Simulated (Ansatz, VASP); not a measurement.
**ReGe2S4 in VASP and in Ansatz**

```
Re Ge S
1.0
     3.85080   -5.18477    0.00000
     3.85080    5.18477    0.00000
     0.00000    0.00000    3.60217
Re Ge S
1 2 4
Direct
  0.00000 0.00000 0.00000
  0.50000 0.00000 0.50000
  0.00000 0.50000 0.50000
  0.23606 0.76394 0.00000
  0.76394 0.23606 0.00000
  0.21555 0.21555 0.50000
  0.78445 0.78445 0.50000
```

Change from the starting cell: species swapped into the Ca2SnS4 type (Cmmm, No. 65).

Alike in both runs: functional PBE; k mesh 2 × 2 × 3; occupations gaussian, width 0.15 eV; collinear spin.

Ansatz relaxed the structure, and its values are those at the end. VASP's run is a single point on that final structure, the one shown.

|  | VASP | Ansatz |
| --- | --- | --- |
| version | VASP 6.6.1 | Ansatz 0.2.0 |
| potentials or method | VASP PAW PBE potentials, release 64 (Re, Ge_d, S), cutoff 520 eV | scalar-relativistic, plane waves, PAW |
| valence electrons in the cell | 59 | 67 |

|  | VASP | Ansatz | Ansatz less VASP |
| --- | --- | --- | --- |
| gap on the k mesh at the Fermi level (eV) | none | none | - |
| pressure (GPa) | 0.0 | 0.0 | -0.01 |
| rms of the force components (eV/Å) | 0.012 | 0.005 | -0.0074 |
| net moment per atom (μB) | 0.31 | 0.31 | +0.001 |
| size of the moment on the site where the two differ most (μB) | 1.70 | 1.31 | -0.392 |

Site moments also hang on the region over which each program counts them. A gap of «none» marks a metal or a gap that the smearing closes. With one functional, cell and mesh, what is left measures potentials, basis and numerics. VASP's potentials hold 59 valence electrons a cell and Ansatz's 67, so a difference there can come from the potentials and not from the codes.

The k mesh is coarse, so the values compare programs but aren't converged. Spin-orbit coupling is off throughout.
